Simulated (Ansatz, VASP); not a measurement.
ZnO in VASP and in Ansatz

```
Zn O
1.0
    -3.28282    3.28282    3.28282
     3.28282   -3.28282    3.28282
     3.28282    3.28282   -3.28282
Zn O
6 6
Cartesian
  4.9242 0.8207 0.0000
  0.0000 1.6414 2.4621
  0.8207 0.0000 4.9242
  0.0000 4.9242 0.8207
  1.6414 2.4621 0.0000
  2.4621 0.0000 1.6414
  0.8207 3.2828 1.6414
  3.2828 -1.6414 2.4621
  2.4621 3.2828 -1.6414
  3.2828 1.6414 0.8207
  -1.6414 2.4621 3.2828
  1.6414 0.8207 3.2828
```

Alike in both runs: functional PBE; k mesh 4 × 4 × 4; occupations gaussian, width 0.1 eV; no spin polarisation.

Ansatz relaxed the structure, and its values are those at the end. VASP's run is a single point on that final structure, the one shown.

|  | VASP | Ansatz |
| --- | --- | --- |
| version | VASP 6.6.1 | Ansatz 0.2.0 |
| potentials or method | VASP PAW PBE potentials, release 64 (Zn, O), cutoff 520 eV | scalar-relativistic, plane waves, PAW |
| valence electrons in the cell | 108 | 108 |

Ansatz gave:

```
gap on the k mesh at the Fermi level (eV) : 0.44
least direct gap on the mesh (eV)         : 0.44
pressure (GPa)                            : 0.3
```

Problem. Which values does VASP return?

Solution. gap on the k mesh at the Fermi level (eV): 0.43; least direct gap on the mesh (eV): 0.43; pressure (GPa): 1.2.

With one functional, cell and mesh, what is left measures potentials, basis and numerics.
